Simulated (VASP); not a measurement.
# BaZrO3 (Pm-3m) in VASP: further runs, part 2 of 2

VASP 6.6.1. Earlier steps stand in the parts before.

### 4 Vibrations by perturbation theory, LDA (volume scaled by 1.015)

The input, INCAR:

```
SYSTEM = BaZrO3
PREC     = Accurate       ! precision mode
ENCUT    = 520            ! plane-wave cutoff, eV
EDIFF    = 1E-8           ! SCF threshold, eV
ISMEAR   = 0              ! smearing method
SIGMA    = 0.01           ! smearing width, eV
LREAL    = .False.        ! projectors in reciprocal space
LASPH    = .True.         ! aspherical terms in the spheres
NELM     = 60             ! most SCF steps
ALGO     = Normal         ! electronic algorithm
ISIF     = 2              ! what is computed and relaxed
LWAVE    = .False.        ! write WAVECAR
LCHARG   = .False.        ! write CHGCAR
NBANDS   = 28             ! bands
IBRION   = 8              ! ionic algorithm
NSW      = 1              ! ionic steps
```

The input, KPOINTS:

```
regular mesh
0
Gamma
  4 4 4
  0 0 0
```

The input, POSCAR:

```
BaZrO3
1.0
    4.1679967092      0.0000000000      0.0000000000
    0.0000000000      4.1679967092      0.0000000000
    0.0000000000      0.0000000000      4.1679967092
Ba Zr O
1 1 3
Direct
    0.0000000000      0.0000000000      0.0000000000
    0.5000000000      0.5000000000      0.5000000000
    0.0000000000      0.5000000000      0.5000000000
    0.5000000000      0.0000000000      0.5000000000
    0.5000000000      0.5000000000      0.0000000000
```

Potentials or basis: VASP PAW LDA potentials, release 64 (Ba_sv, Zr_sv, O).

Run with:

```
> cat potpaw_LDA.64/Ba_sv/POTCAR potpaw_LDA.64/Zr_sv/POTCAR potpaw_LDA.64/O/POTCAR > POTCAR
> mpirun -np 1 vasp_std > vasp.out
```

OUTCAR:

```text
SYSTEM = BaZrO3
   PREC = Accurate
   ENCUT = 520
   EDIFF = 1E-8
   ISMEAR = 0
   LREAL = .False.
   LASPH = .True.
   NELM = 60
   ISIF = 2
   IBRION = 8
   NSW = 1

 ion  position               nearest neighbor table
   1  0.000  0.000  0.000-   3 2.95   4 2.95   5 2.95   3 2.95   4 2.95   3 2.95   5 2.95   3 2.95
                             4 2.95   5 2.95   4 2.95   5 2.95   2 3.61   2 3.61   2 3.61   2 3.61
   2  0.500  0.500  0.500-   3 2.08   4 2.08   5 2.08   5 2.08   4 2.08   3 2.08   1 3.61   1 3.61
                             1 3.61   1 3.61   1 3.61   1 3.61   1 3.61   1 3.61
   3  0.000  0.500  0.500-   2 2.08   2 2.08   1 2.95   1 2.95   1 2.95   1 2.95
   4  0.500  0.000  0.500-   2 2.08   2 2.08   1 2.95   1 2.95   1 2.95   1 2.95
   5  0.500  0.500  0.000-   2 2.08   2 2.08   1 2.95   1 2.95   1 2.95   1 2.95

  LATTYP: Found a simple cubic cell.
 ALAT       =     4.1679967092

  Lattice vectors:

 A1 = (   4.1679967092,   0.0000000000,   0.0000000000)
 A2 = (   0.0000000000,   4.1679967092,   0.0000000000)
 A3 = (   0.0000000000,   0.0000000000,   4.1679967092)

Analysis of symmetry for initial positions (statically):
=====================================================================
 Subroutine PRICEL returns:
 Original cell was already a primitive cell.

[... 544 lines left out ...]

 SECOND DERIVATIVES (NOT SYMMETRIZED)
 ------------------------------------
               1X          1Y          1Z          2X          2Y          2Z          3X          3Y          3Z          4X          4Y          4Z          5X          5Y          5Z
  1X    -3.735892    0.000000   -0.000000    3.604474    0.000000    0.000000    1.192242   -0.000000    0.000000   -0.530412   -0.000000    0.000000   -0.530412   -0.000000   -0.000000
  1Y     0.000000   -3.735892    0.000000    0.000000    3.604474   -0.000000   -0.000000   -0.530412   -0.000000    0.000000    1.192242    0.000000   -0.000000   -0.530412   -0.000000
  1Z     0.000000   -0.000000   -3.735892   -0.000000   -0.000000    3.604474   -0.000000   -0.000000   -0.530412   -0.000000   -0.000000   -0.530412   -0.000000   -0.000000    1.192242
  2X     3.601766    0.000000    0.000000   -8.713760    0.000000    0.000000    5.286270   -0.000000    0.000000   -0.087138   -0.000000   -0.000000   -0.087138    0.000000    0.000000
  2Y     0.000000    3.601766   -0.000000   -0.000000   -8.713760   -0.000000   -0.000000   -0.087138    0.000000   -0.000000    5.286270   -0.000000    0.000000   -0.087138   -0.000000
  2Z     0.000000    0.000000    3.601766   -0.000000   -0.000000   -8.713760    0.000000   -0.000000   -0.087138   -0.000000    0.000000   -0.087138   -0.000000   -0.000000    5.286270
  3X     1.190848   -0.000000   -0.000000    5.282396    0.000000    0.000000  -13.305179    0.000000   -0.000000    3.415967   -0.000000    0.000000    3.415967    0.000000    0.000000
  3Y     0.000000   -0.529962    0.000000    0.000000   -0.095460    0.000000    0.000000   -2.226197    0.000000    0.000000    3.412533    0.000000    0.000000   -0.560914    0.000000
  3Z     0.000000    0.000000   -0.529962    0.000000    0.000000   -0.095460    0.000000    0.000000   -2.226197    0.000000    0.000000   -0.560914    0.000000    0.000000    3.412533
  4X    -0.529962    0.000000    0.000000   -0.095460    0.000000    0.000000    3.412533    0.000000    0.000000   -2.226197    0.000000    0.000000   -0.560914    0.000000    0.000000
  4Y    -0.000000    1.190848   -0.000000    0.000000    5.282396    0.000000   -0.000000    3.415967    0.000000    0.000000  -13.305179   -0.000000    0.000000    3.415967    0.000000
  4Z     0.000000    0.000000   -0.529962    0.000000    0.000000   -0.095460    0.000000    0.000000   -0.560914    0.000000    0.000000   -2.226197    0.000000    0.000000    3.412533
  5X    -0.529962    0.000000    0.000000   -0.095460    0.000000    0.000000    3.412533    0.000000    0.000000   -0.560914    0.000000    0.000000   -2.226197    0.000000    0.000000
  5Y     0.000000   -0.529962    0.000000    0.000000   -0.095460    0.000000    0.000000   -0.560914    0.000000    0.000000    3.412533    0.000000    0.000000   -2.226197    0.000000
  5Z    -0.000000   -0.000000    1.190848    0.000000    0.000000    5.282396   -0.000000    0.000000    3.415967    0.000000    0.000000    3.415967   -0.000000   -0.000000  -13.305179

 Eigenvectors and eigenvalues of the dynamical matrix
 ----------------------------------------------------

   1 f  =   15.390481 THz    96.701246 2PiTHz  513.371199 cm-1    63.649888 meV
             X         Y         Z           dx          dy          dz
      0.000000  0.000000  0.000000     0.025413   -0.005000   -0.000000
      2.083998  2.083998  2.083998     0.143949   -0.028322    0.000000
      0.000000  2.083998  2.083998    -0.906709   -0.048042    0.000000
      2.083998  0.000000  2.083998     0.244175    0.178397   -0.000000
      2.083998  2.083998  0.000000     0.244175   -0.048042    0.000000
[... 105 lines left out ...]
  15 f/i=    0.007402 THz     0.046507 2PiTHz    0.246898 cm-1     0.030611 meV
             X         Y         Z           dx          dy          dz
      0.000000  0.000000  0.000000    -0.624185   -0.324962   -0.000416
      2.083998  2.083998  2.083998    -0.509319   -0.265161   -0.000339
      0.000000  2.083998  2.083998    -0.213871   -0.111661   -0.000143
      2.083998  0.000000  2.083998    -0.214478   -0.111345   -0.000143
      2.083998  2.083998  0.000000    -0.214478   -0.111661   -0.000142

--------------------------------------------------------------------------------------------------------

 ELASTIC MODULI CONTR FROM IONIC RELAXATION (kBar)
 Direction    XX          YY          ZZ          XY          YZ          ZX
 --------------------------------------------------------------------------------
 XX           0.0000      0.0000      0.0000      0.0000      0.0000      0.0000
 YY           0.0000      0.0000      0.0000      0.0000      0.0000      0.0000
 ZZ           0.0000      0.0000      0.0000      0.0000      0.0000      0.0000
 XY           0.0000      0.0000      0.0000      0.0000      0.0000      0.0000
 YZ           0.0000      0.0000      0.0000      0.0000      0.0000      0.0000
 ZX           0.0000      0.0000      0.0000      0.0000      0.0000      0.0000
 --------------------------------------------------------------------------------
```

OSZICAR:

```text
N       E                     dE             d eps       ncg     rms          rms(c)
DAV:   1     0.300926622884E+03    0.30093E+03   -0.22198E+04   560   0.141E+03
DAV:   2    -0.326166875719E+02   -0.33354E+03   -0.32325E+03   708   0.349E+02
DAV:   3    -0.525252669929E+02   -0.19909E+02   -0.19834E+02   892   0.805E+01
[... 117 lines left out ...]
RMM:  16    -0.362779109521E+00    0.16634E-06    0.10693E-06  3221   0.200E-04    0.980E-06
RMM:  17    -0.362779189638E+00   -0.80117E-07    0.63181E-07  3267   0.178E-04    0.642E-06
RMM:  18    -0.362779170188E+00    0.19449E-07    0.73007E-07  3064   0.162E-04    0.806E-06
RMM:  19    -0.362779195642E+00   -0.25453E-07    0.41426E-07  2948   0.153E-04    0.770E-06
RMM:  20    -0.362779208169E+00   -0.12527E-07    0.53769E-07  3193   0.146E-04    0.659E-06
RMM:  21    -0.362779205415E+00    0.27539E-08    0.32329E-07  2895   0.142E-04    0.786E-06
 Linear response finished
```

Run time: 4.1 min. Hardware: 1 thread of Intel Xeon 6975P-C, shared host; peak memory 0.29 GiB.

Results:

```
Highest phonon frequency at Γ, LO-TO splitting left out : 513 cm⁻¹
```

Phonon frequencies in cm⁻¹ (negative: imaginary):
```csv
q point,frequencies
"(0.000, 0.000, 0.000)",0 0 0 97 97 97 168 168 168 184 184 184 513 513 513
```

Caveat: the k points lie up to 0.38 Å⁻¹ apart; the cell wasn't relaxed at this level first, which shifts response properties; spin-orbit coupling is left out, which moves the levels of the heavy elements.
